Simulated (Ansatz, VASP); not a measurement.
**LaHg2 in VASP and in Ansatz**

```xyz
3
Lattice="4.9580 0.0000 0.0000 -2.4790 4.2938 0.0000 0.0000 0.0000 3.6400" Properties=species:S:1:pos:R:3 pbc="T T T"
La    0.0000    0.0000    0.0000
Hg    0.0000    2.8625    1.8200
Hg    2.4790    1.4313    1.8200
```

Alike in both runs: task single point; functional LDA; k mesh 7 × 7 × 8; occupations fermi-dirac, width 0.05 eV; no spin polarisation.

|  | VASP | Ansatz |
| --- | --- | --- |
| version | VASP 6.6.1 | Ansatz 0.2.0 |
| potentials or method | VASP PAW LDA potentials, release 64 (La, Hg), cutoff 520 eV | all-electron LAPW, scalar-relativistic |

VASP gave:

* pressure (GPa): -2.6
* traceless stress, the component that is largest in VASP (GPa): -0.70

Q: Estimate Ansatz's values.

A: Pressure (GPa): -3.0; traceless stress, the component that is largest in VASP (GPa): -0.41.

LDA's correlation is that of Perdew and Zunger in VASP and of Perdew and Wang (1992) in Ansatz. Ansatz ran all-electron here, and VASP with PAW potentials.

Neither program's run includes spin-orbit coupling.
